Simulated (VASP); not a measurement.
Write the native input for VASP 6.6.1 that does the following.

- Task: single point
- Functional: PBEsol
- Potentials or basis: VASP PAW PBE potentials, release 64 (Ag)
- Cutoff: 520 eV
- k mesh: 18 × 18 × 18
- Occupations: gaussian, width 0.05 eV
- Spin: no spin polarisation
- Dipole correction: no
- Further INCAR settings: ALGO = Normal; EDIFF = 1e-07; NBANDS = 12

The structure of Ag lies in POSCAR:

```
Ag
1.0
    0.0000000000      2.0316873503      2.0316873503
    2.0316873503      0.0000000000      2.0316873503
    2.0316873503      2.0316873503      0.0000000000
Ag
1
Direct
    0.0000000000      0.0000000000      0.0000000000
```

These files were run (other wordings do the same):

INCAR

```
PREC = Accurate
ENCUT = 520
EDIFF = 1E-7
ISMEAR = 0
SIGMA = 0.05
LREAL = F
LASPH = T
NELM = 100
ALGO = Normal
ISIF = 2
LWAVE = F
LCHARG = T
GGA = PS
LELF = T
LVHAR = T
NBANDS = 12
```

KPOINTS

```
regular mesh
0
Gamma
  18 18 18
```

Potentials or basis: VASP PAW PBE potentials, release 64 (Ag).

Command:

```sh
$ cat potpaw_PBE.64/Ag/POTCAR > POTCAR
$ mpirun -np 1 vasp_std > vasp.out
```

Results of the run:

- Pressure: -1.0 GPa

Caveat: the PAW data sets were made with another functional, which shifts forces and pressure a little.

It took 18 s on 1 thread of Intel(R) Xeon(R) Platinum 8488C (Sapphire Rapids), on a shared host, peak memory 0.16 GiB.
